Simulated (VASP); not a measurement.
# Na (C2/m) in VASP: further runs

Na is run at these levels: PBEsol; tasks: single point.

All numbers are computed with VASP 6.6.1; they aren't measurements. Logs are shortened: lines on timing, memory, paths and dates and some standing lists are left out, and cuts for length are marked.

### Step 1. The cell of the first run

Symmetry: C2/m, No. 12, monoclinic system. The conventional cell has a = 6.393 Å, b = 3.713 Å, c = 9.614 Å, α = 90.00°, β = 103.07°, γ = 90.00°. Within 4.9 Å of Na (site symmetry 2/m) lie 12 Na at 3.70 to 3.79 Å. Na (site symmetry m) has 12 Na at 3.70 to 3.79 Å within 4.9 Å.

### Step 2. Single point, PBEsol

INCAR reads:

```
  PREC = Accurate
  ENCUT = 520
  EDIFF = 1E-6
  ISMEAR = 0
  SIGMA = 0.05
  LREAL = F
  LASPH = T
  NELM = 80
  ALGO = Normal
  ISIF = 2
  LWAVE = F
  LCHARG = F
  GGA = PS
  NBANDS = 18
```

KPOINTS reads:

```
Automatic mesh
0
Gamma
  7 7 3
```

POSCAR reads:

```
Na
1.0
    3.1966520000     -1.8565520000      0.0000000000
    3.1966520000      1.8565520000      0.0000000000
   -2.1744520000      0.0000000000      9.3648510000
Na
3
Direct
    0.0000000000      0.0000000000      0.0000000000
    0.2224150000      0.2224150000      0.6666760000
    0.7775850000      0.7775850000      0.3333240000
```

Potentials or basis: VASP PAW PBE potentials, release 64 (Na_pv).

Command:

```
$ cat potpaw_PBE.64/Na_pv/POTCAR > POTCAR
$ mpirun -np 1 vasp_std > vasp.out
```

OUTCAR:

```text
PREC = Accurate
   ENCUT = 520
   EDIFF = 1E-6
   ISMEAR = 0
   LREAL = F
   LASPH = T
   NELM = 80
   ISIF = 2
   GGA = PS

 ion  position               nearest neighbor table
   1  0.000  0.000  0.000-
   2  0.222  0.222  0.667-
   3  0.778  0.778  0.333-

  LATTYP: Found a base centered monoclinic cell.
 ALAT       =     6.3933040000
 B/A-ratio  =     0.5807801412
 C/A-ratio  =     1.5037582046
 COS(beta)  =    -0.2261759691

  Lattice vectors:

 A1 = (   3.1966520000,  -1.8565520000,   0.0000000000)
 A2 = (   3.1966520000,   1.8565520000,   0.0000000000)
 A3 = (  -2.1744520000,   0.0000000000,   9.3648510000)

Analysis of symmetry for initial positions (statically):
=====================================================================
 Subroutine PRICEL returns:
 Original cell was already a primitive cell.

 Routine SETGRP: Setting up the symmetry group for a
 base centered monoclinic supercell.

 Subroutine GETGRP returns: Found  4 space group operations
 (whereof  4 operations were pure point group operations)
 out of a pool of  4 trial point group operations.

The static configuration has the point symmetry C_2h.

Analysis of symmetry for dynamics (positions and initial velocities):
=====================================================================
 Subroutine PRICEL returns:
 Original cell was already a primitive cell.

 Routine SETGRP: Setting up the symmetry group for a
 base centered monoclinic supercell.

 Subroutine GETGRP returns: Found  4 space group operations
 (whereof  4 operations were pure point group operations)
 out of a pool of  4 trial point group operations.

The dynamic configuration has the point symmetry C_2h.

 Subroutine INISYM returns: Found  4 space group operations
 (whereof  4 operations are pure point group operations),
 and found     1 'primitive' translations

----------------------------------------------------------------------------------------

                                     Primitive cell

  volume of cell :     111.1561

  direct lattice vectors                    reciprocal lattice vectors
     3.196652000 -1.856552000  0.000000000     0.156413648 -0.269316453  0.036318140
[... 78 lines left out ...]
 SYSTEM =  unknown system
   PREC   = accura    normal or accurate (medium, high low for compatibility)
   ISTART =      0    job   : 0-new  1-cont  2-samecut
   ICHARG =      2    charge: 1-file 2-atom 10-const
   ISPIN  =      1    spin polarized calculation?
   LNONCOLLINEAR =      F non collinear calculations
   LSORBIT =      F    spin-orbit coupling
   LASPH  =      T    aspherical Exc in radial PAW
   ENCUT  =  520.0 eV  38.22 Ry    6.18 a.u.   6.87  6.87 17.88*2*pi/ulx,y,z
   NELM   =     80;   NELMIN=  2; NELMDL= -5     # of ELM steps
   EDIFF  = 0.1E-05   stopping-criterion for ELM
   LREAL  =      F    real-space projection
   EDIFFG = 0.1E-04   stopping-criterion for IOM
   NSW    =      0    number of steps for IOM
   IBRION =     -1    ionic relax: 0-MD 1-quasi-New 2-CG
   NFREE  =      0    steps in history (QN), initial steepest desc. (CG)
   ISIF   =      2    stress and relaxation
   ISYM   =      2    0-nonsym 1-usesym 2-fastsym
   POTIM  = 0.5000    time-step for ionic-motion
   TEBEG  =    0.0;   TEEND  =   0.0 temperature during run
   PSTRESS=    0.0 pullay stress
   NELECT =      21.0000    total number of electrons
   NUPDOWN=      -1.0000    fix difference up-down
   EMIN   =  10.00;   EMAX   =-10.00  energy-range for DOS
   EFERMI =   0.00;   METHOD = LEGACY
   ISMEAR =     0;   SIGMA  =   0.05  broadening in eV -4-tet -1-fermi 0-gaus
   EFERMI_NEDOS =   21; number of points for ismear=-14 and -15
   IALGO  =     38    algorithm
   IMIX   =      4    mixing-type and parameters
     AMIX     =   0.40;   BMIX     =  1.00
     AMIX_MAG =   1.60;   BMIX_MAG =  1.00
  volume/ion in A,a.u.               =      37.05       250.04
  Fermi-wavevector in a.u.,A,eV,Ry     =   0.939370  1.775152 12.006006  0.882417
  Thomas-Fermi vector in A             =   2.066676
   LORBIT       =      0    0 simple, 1 ext, 2 COOP (PROOUT), +10 PAW based schemes
   GGA     = PS    functional components
   LHFCALC =     F    Hartree Fock is set to
   AEXX    =    0.0000 exact exchange contribution
   IVDW    =     0    specifies the selected vdW correction
   LEPSILON=     F    determine dielectric tensor
   LRPA    =     F    only Hartree local field effects (RPA)
 non-spin polarized calculation
 Gauss-broadening in eV      SIGMA  =   0.05
  energy-cutoff  :      520.00
  volume of cell :      111.16
 maximum number of plane-waves:      3011
   NGX = 13   NGY = 13   NGZ = 35

 number of electron      21.0000011 magnetization

 Free energy of the ion-electron system (eV)
  ---------------------------------------------------
  ext. energy  EPLUGINS =         0.00000000
  ---------------------------------------------------
  free energy    TOTEN  =        -4.21106889 eV

  energy without entropy =       -4.20982683  energy(sigma->0) =       -4.21044786

 E-fermi :   0.3117     XC(G=0):  -6.5020

 val. band max:        0.2892194099   @ k =   0.2857   0.0000  -0.0000
 cond. band min:       0.3489441896   @ k =  -0.1429  -0.2857   0.3333
 fundamental gap:      0.0597247796
 Fermi energy:         0.3117053342

 k-point     1 :       0.0000    0.0000    0.0000
  band No.  band energies     occupation
      1     -24.4984      2.00000
      2     -24.4983      2.00000
      3     -24.4787      2.00000
      4     -24.4786      2.00000
      5     -24.4784      2.00000
      6     -24.4782      2.00000
[... 481 lines left out ...]
      5     -24.4811      2.00000
      6     -24.4802      2.00000
[... 10 lines left out ...]
     17       8.4505      0.00000
     18       9.2094      0.00000

 [... further k-points ...]
[... 5 lines left out ...]
  --------------------------------------------------------------------------------------
  -------------------------------------------------------------------------------------
  Total       -0.1340327     -0.0274090     -0.1614939      0.0000000      0.0000000     -0.1145407
  in kB       -1.9319145     -0.3950665     -2.3277346      0.0000000      0.0000000     -1.6509624
  external PRESSURE =      -1.5515719 kB  Pullay stress =       0.0000000 kB

 VOLUME and BASIS-vectors are now :
 -----------------------------------------------------------------------------
  energy-cutoff  :      520.00
  volume of cell :      111.16
      direct lattice vectors                 reciprocal lattice vectors
     3.196652000 -1.856552000  0.000000000     0.156413648 -0.269316453  0.036318140
     3.196652000  1.856552000  0.000000000     0.156413648  0.269316453  0.036318140
    -2.174452000  0.000000000  9.364851000     0.000000000  0.000000000  0.106782265

 POSITION                                       TOTAL-FORCE (eV/Angst)
 -----------------------------------------------------------------------------------
      0.00000      0.00000      0.00000         0.000000      0.000000      0.000000
     -0.02769      0.00000      6.24332         0.001512      0.000000     -0.000182
      4.24654      0.00000      3.12153        -0.001512      0.000000      0.000182
 -----------------------------------------------------------------------------------
    total drift:                               -0.000000      0.000000      0.000000

  FREE ENERGIE OF THE ION-ELECTRON SYSTEM (eV)
  ---------------------------------------------------
  free  energy   TOTEN  =        -4.2110688924 eV

  energy  without entropy=       -4.2098268289  energy(sigma->0) =       -4.21044786
```

Run time: 38 s. Hardware: 1 thread of Intel Xeon 6975P-C, shared host; peak memory 0.24 GiB.

Results:

```
Free energy : -4.2111 eV
Pressure    : -0.2 GPa
```

Caveat: the PAW data sets were made with another functional, which shifts forces and pressure a little.

### Step 3. Single point, PBEsol

INCAR reads:

```
SYSTEM = Na
ALGO = Normal
EDIFF = 1E-7
ENCUT = 520
GGA = PS
ISIF = 2
ISMEAR = 0
LASPH = .True.
LCHARG = .False.
LREAL = .False.
LWAVE = .False.
NBANDS = 18
NELM = 100
PREC = Accurate
SIGMA = 0.05
```

KPOINTS reads:

```
k-points
0
Gamma
  7 7 3
  0 0 0
```

POSCAR is that of step 2.

Potentials or basis: VASP PAW PBE potentials, release 64 (Na_pv).

Command:

```
$ cat potpaw_PBE.64/Na_pv/POTCAR > POTCAR
$ mpirun -np 1 vasp_std > vasp.out
```

OUTCAR:

```text
SYSTEM = Na
   EDIFF = 1E-7
   ENCUT = 520
   GGA = PS
   ISIF = 2
   ISMEAR = 0
   LASPH = .True.
   LREAL = .False.
   NELM = 100
   PREC = Accurate

 ion  position               nearest neighbor table
   1  0.000  0.000  0.000-
   2  0.222  0.222  0.667-
   3  0.778  0.778  0.333-

  LATTYP: Found a base centered monoclinic cell.
 ALAT       =     6.3933040000
 B/A-ratio  =     0.5807801412
 C/A-ratio  =     1.5037582046
 COS(beta)  =    -0.2261759691

  Lattice vectors:

 A1 = (   3.1966520000,  -1.8565520000,   0.0000000000)
 A2 = (   3.1966520000,   1.8565520000,   0.0000000000)
 A3 = (  -2.1744520000,   0.0000000000,   9.3648510000)

Analysis of symmetry for initial positions (statically):
=====================================================================
 Subroutine PRICEL returns:
 Original cell was already a primitive cell.

 Routine SETGRP: Setting up the symmetry group for a
 base centered monoclinic supercell.

 Subroutine GETGRP returns: Found  4 space group operations
 (whereof  4 operations were pure point group operations)
 out of a pool of  4 trial point group operations.

The static configuration has the point symmetry C_2h.

Analysis of symmetry for dynamics (positions and initial velocities):
=====================================================================
 Subroutine PRICEL returns:
 Original cell was already a primitive cell.

 Routine SETGRP: Setting up the symmetry group for a
 base centered monoclinic supercell.

 Subroutine GETGRP returns: Found  4 space group operations
 (whereof  4 operations were pure point group operations)
 out of a pool of  4 trial point group operations.

The dynamic configuration has the point symmetry C_2h.

 Subroutine INISYM returns: Found  4 space group operations
 (whereof  4 operations are pure point group operations),
 and found     1 'primitive' translations

----------------------------------------------------------------------------------------

                                     Primitive cell

  volume of cell :     111.1561

  direct lattice vectors                    reciprocal lattice vectors
     3.196652000 -1.856552000  0.000000000     0.156413648 -0.269316453  0.036318140
     3.196652000  1.856552000  0.000000000     0.156413648  0.269316453  0.036318140
    -2.174452000  0.000000000  9.364851000     0.000000000  0.000000000  0.106782265

  length of vectors
     3.696670034  3.696670034  9.613983345     0.313553167  0.313553167  0.106782265

  position of ions in fractional coordinates (direct lattice)
     0.000000000  0.000000000  0.000000000
     0.222415000  0.222415000  0.666676000
     0.777585000  0.777585000  0.333324000

  ion indices of the primitive-cell ions
   primitive index   ion index
                 1           1
                 2           2
                 3           3

----------------------------------------------------------------------------------------

 KPOINTS: k-points

Automatic generation of k-mesh.
 Grid dimensions read from file:
 generate k-points for:    7    7    3

 Generating k-lattice:

  Cartesian coordinates                     Fractional coordinates (reciprocal lattice)
     0.022344807 -0.038473779  0.005188306     0.142857143 -0.000000000  0.000000000
     0.022344807  0.038473779  0.005188306    -0.000000000  0.142857143  0.000000000
     0.000000000  0.000000000  0.035594088     0.000000000  0.000000000  0.333333333

  Length of vectors
     0.044793310  0.044793310  0.035594088

  Shift w.r.t. Gamma in fractional coordinates (k-lattice)
     0.000000000  0.000000000  0.000000000

 Subroutine IBZKPT returns following result:
 ===========================================

 Found     44 irreducible k-points:

 Following reciprocal coordinates:
            Coordinates               Weight
  0.000000  0.000000  0.000000      1.000000
  0.142857  0.000000 -0.000000      4.000000
  0.285714  0.000000 -0.000000      4.000000
  0.428571 -0.000000  0.000000      4.000000
  0.142857  0.142857 -0.000000      2.000000
  0.285714  0.142857  0.000000      4.000000
[... 16 lines left out ...]
 -0.142857  0.000000  0.333333      4.000000
  0.142857  0.142857  0.333333      2.000000
 [... further k-points ...]
   k-points           NKPTS =     44   k-points in BZ     NKDIM =     44   number of bands    NBANDS=     18
   number of dos      NEDOS =    301   number of ions     NIONS =      3
   total plane-waves  NPLWV =  56448
   dimension x,y,z NGX =    28 NGY =   28 NGZ =   72
   dimension x,y,z NGXF=    56 NGYF=   56 NGZF=  144
   ions per type =               3
   NGX,Y,Z   is equivalent  to a cutoff of  12.59, 12.59, 12.45 a.u.
   NGXF,Y,Z  is equivalent  to a cutoff of  25.18, 25.18, 24.90 a.u.
 SYSTEM =  Na
   PREC   = accura    normal or accurate (medium, high low for compatibility)
   ISTART =      0    job   : 0-new  1-cont  2-samecut
   ICHARG =      2    charge: 1-file 2-atom 10-const
   ISPIN  =      1    spin polarized calculation?
   LNONCOLLINEAR =      F non collinear calculations
   LSORBIT =      F    spin-orbit coupling
   LASPH  =      T    aspherical Exc in radial PAW
   ENCUT  =  520.0 eV  38.22 Ry    6.18 a.u.   6.87  6.87 17.88*2*pi/ulx,y,z
   NELM   =    100;   NELMIN=  2; NELMDL= -5     # of ELM steps
   EDIFF  = 0.1E-06   stopping-criterion for ELM
   LREAL  =      F    real-space projection
   EDIFFG = 0.1E-05   stopping-criterion for IOM
   NSW    =      0    number of steps for IOM
   IBRION =     -1    ionic relax: 0-MD 1-quasi-New 2-CG
   NFREE  =      0    steps in history (QN), initial steepest desc. (CG)
   ISIF   =      2    stress and relaxation
   ISYM   =      2    0-nonsym 1-usesym 2-fastsym
   POTIM  = 0.5000    time-step for ionic-motion
   TEBEG  =    0.0;   TEEND  =   0.0 temperature during run
   PSTRESS=    0.0 pullay stress
   NELECT =      21.0000    total number of electrons
   NUPDOWN=      -1.0000    fix difference up-down
   EMIN   =  10.00;   EMAX   =-10.00  energy-range for DOS
   EFERMI =   0.00;   METHOD = LEGACY
   ISMEAR =     0;   SIGMA  =   0.05  broadening in eV -4-tet -1-fermi 0-gaus
   EFERMI_NEDOS =   21; number of points for ismear=-14 and -15
   IALGO  =     38    algorithm
   IMIX   =      4    mixing-type and parameters
     AMIX     =   0.40;   BMIX     =  1.00
     AMIX_MAG =   1.60;   BMIX_MAG =  1.00
  volume/ion in A,a.u.               =      37.05       250.04
  Fermi-wavevector in a.u.,A,eV,Ry     =   0.939370  1.775152 12.006006  0.882417
  Thomas-Fermi vector in A             =   2.066676
   LORBIT       =      0    0 simple, 1 ext, 2 COOP (PROOUT), +10 PAW based schemes
   GGA     = PS    functional components
   LHFCALC =     F    Hartree Fock is set to
   AEXX    =    0.0000 exact exchange contribution
   IVDW    =     0    specifies the selected vdW correction
   LEPSILON=     F    determine dielectric tensor
   LRPA    =     F    only Hartree local field effects (RPA)
 non-spin polarized calculation
 Gauss-broadening in eV      SIGMA  =   0.05
  energy-cutoff  :      520.00
  volume of cell :      111.16
 maximum number of plane-waves:      3011
   NGX = 13   NGY = 13   NGZ = 35

 number of electron      21.0000011 magnetization

 Free energy of the ion-electron system (eV)
  ---------------------------------------------------
  ext. energy  EPLUGINS =         0.00000000
  ---------------------------------------------------
  free energy    TOTEN  =        -4.21106887 eV

  energy without entropy =       -4.20982680  energy(sigma->0) =       -4.21044783

 E-fermi :   0.3117     XC(G=0):  -6.5020

 val. band max:        0.2892322952   @ k =   0.2857   0.0000  -0.0000
 cond. band min:       0.3489570249   @ k =  -0.1429  -0.2857   0.3333
 fundamental gap:      0.0597247297
 Fermi energy:         0.3117182323

 k-point     1 :       0.0000    0.0000    0.0000
  band No.  band energies     occupation
      1     -24.4982      2.00000
      2     -24.4982      2.00000
      3     -24.4785      2.00000
      4     -24.4784      2.00000
      5     -24.4782      2.00000
      6     -24.4781      2.00000
[... 10 lines left out ...]
     17      10.8011      0.00000
     18      10.8751      0.00000
[... 463 lines left out ...]
 k-point    24 :       0.1429    0.1429    0.3333
  band No.  band energies     occupation
      1     -24.5039      2.00000
      2     -24.4867      2.00000
      3     -24.4852      2.00000
      4     -24.4839      2.00000
      5     -24.4809      2.00000
      6     -24.4800      2.00000
[... 10 lines left out ...]
     17       8.4505      0.00000
     18       9.2073      0.00000

 [... further k-points ...]
[... 5 lines left out ...]
  --------------------------------------------------------------------------------------
  -------------------------------------------------------------------------------------
  Total       -0.1375046     -0.0308857     -0.1648772      0.0000000      0.0000000     -0.1145423
  in kB       -1.9819586     -0.4451796     -2.3764997      0.0000000      0.0000000     -1.6509853
  external PRESSURE =      -1.6012126 kB  Pullay stress =       0.0000000 kB

 VOLUME and BASIS-vectors are now :
 -----------------------------------------------------------------------------
  energy-cutoff  :      520.00
  volume of cell :      111.16
      direct lattice vectors                 reciprocal lattice vectors
     3.196652000 -1.856552000  0.000000000     0.156413648 -0.269316453  0.036318140
     3.196652000  1.856552000  0.000000000     0.156413648  0.269316453  0.036318140
    -2.174452000  0.000000000  9.364851000     0.000000000  0.000000000  0.106782265

 POSITION                                       TOTAL-FORCE (eV/Angst)
 -----------------------------------------------------------------------------------
      0.00000      0.00000      0.00000         0.000000      0.000000      0.000000
     -0.02769      0.00000      6.24332         0.001507      0.000000     -0.000163
      4.24654      0.00000      3.12153        -0.001507      0.000000      0.000163
 -----------------------------------------------------------------------------------
    total drift:                               -0.000000      0.000000      0.000000

  FREE ENERGIE OF THE ION-ELECTRON SYSTEM (eV)
  ---------------------------------------------------
  free  energy   TOTEN  =        -4.2110688671 eV

  energy  without entropy=       -4.2098268027  energy(sigma->0) =       -4.21044783
```

It took 43 s on 1 thread of Intel Xeon 6975P-C, shared host; peak memory 0.24 GiB.

Results:

```
Free energy : -4.2111 eV
Pressure    : -0.2 GPa
```

Caveat: the PAW data sets were made with another functional, which shifts forces and pressure a little.
